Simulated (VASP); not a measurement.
A run of VASP 6.6.1 is set up as follows.

File INCAR:

```
PREC = Accurate
ENCUT = 750
EDIFF = 1E-6
ISMEAR = 0
SIGMA = 0.005
LREAL = F
LASPH = T
NELM = 120
ALGO = Normal
ISIF = 2
LWAVE = F
LCHARG = T
GGA = PE
LELF = T
LVHAR = T
NBANDS = 13
GGA_COMPAT = F
```

Contents of KPOINTS:

```
regular mesh
0
Gamma
  10 10 10
```

The input POSCAR:

```
Li2Se
1.0
    0.0000000000      3.0031987212      3.0031987212
    3.0031987212      0.0000000000      3.0031987212
    3.0031987212      3.0031987212      0.0000000000
Li Se
2 1
Direct
    0.2500000000      0.2500000000      0.2500000000
    0.7500000000      0.7500000000      0.7500000000
    0.0000000000      0.0000000000      0.0000000000
```

Potentials or basis: VASP PAW PBE potentials, release 64 (Li_sv, Se).

Command:

```console
$ cat potpaw_PBE.64/Li_sv/POTCAR potpaw_PBE.64/Se/POTCAR > POTCAR
$ mpirun -np 1 vasp_std > vasp.out
```

Task: Estimate the band gap on the k mesh.

Result: 2.98 eV (least direct gap 3.38 eV).

Task: Estimate the pressure.

Result: -0.1 GPa.

A k mesh can miss the band edges.
